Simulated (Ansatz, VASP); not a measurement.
GaAs: VASP beside Ansatz

Contents of INCAR:

```
ALGO = Normal ; EDIFF = 1E-8
ENCUT = 520 ; GGA = CA
ISIF = 2 ; ISMEAR = -1
LASPH = T ; LCHARG = F
LEFG = T ; LREAL = F
LWAVE = F ; NBANDS = 16
NELM = 100 ; PREC = Accurate
SIGMA = 0.08
```

The input KPOINTS:

```
k-points
0
Gamma
  10 10 10
```

The input POSCAR:

```
GaAs
1.0
    0.0000000000      2.8078772807      2.8078772807
    2.8078772807      0.0000000000      2.8078772807
    2.8078772807      2.8078772807      0.0000000000
Ga As
1 1
Direct
    0.0000000000      0.0000000000      0.0000000000
    0.7500000000      0.7500000000      0.7500000000
```

Input for Ansatz:

```yaml
crystal:
  lattice:
    - [0.0, 2.8078772807, 2.8078772807]
    - [2.8078772807, 0.0, 2.8078772807]
    - [2.8078772807, 2.8078772807, 0.0]
  atoms:
    - { symbol: Ga, position: [0.0, 0.0, 0.0] }
    - { symbol: As, position: [0.75, 0.75, 0.75] }
kpoints:
  mp_grid: { grid: [10, 10, 10] }
scf:
  occupations: { method: fermi_dirac, width: 0.08 }
hamiltonian:
  xc: lda
  pseudopotentials: { kind: all_electron, datasets: crystal }
output:
  forces: true
  stress: true
  eigenvalues: true
  efg: { contact_densities: true }
```

Change from the starting cell: volume scaled by 0.98, crystal datasets.

Alike in both runs: task electric field gradients; functional LDA; k mesh 10 × 10 × 10; occupations fermi-dirac, width 0.08 eV; no spin polarisation.

```csv
,VASP,Ansatz
version,VASP 6.6.1,Ansatz 0.2.0
potentials or method,"VASP PAW LDA potentials, release 64 (Ga_d, As), cutoff 520 eV","all-electron PAW with datasets made for the crystal, scalar-relativistic"
```

Ansatz gave:

| Property | Result |
| --- | --- |
| pressure (GPa) | -0.5 |

**Question.** Which values does VASP return?

**Answer.** Pressure (GPa): -0.2.

LDA's correlation is that of Perdew and Zunger in VASP and of Perdew and Wang (1992) in Ansatz. Ansatz ran all-electron here, and VASP with PAW potentials.
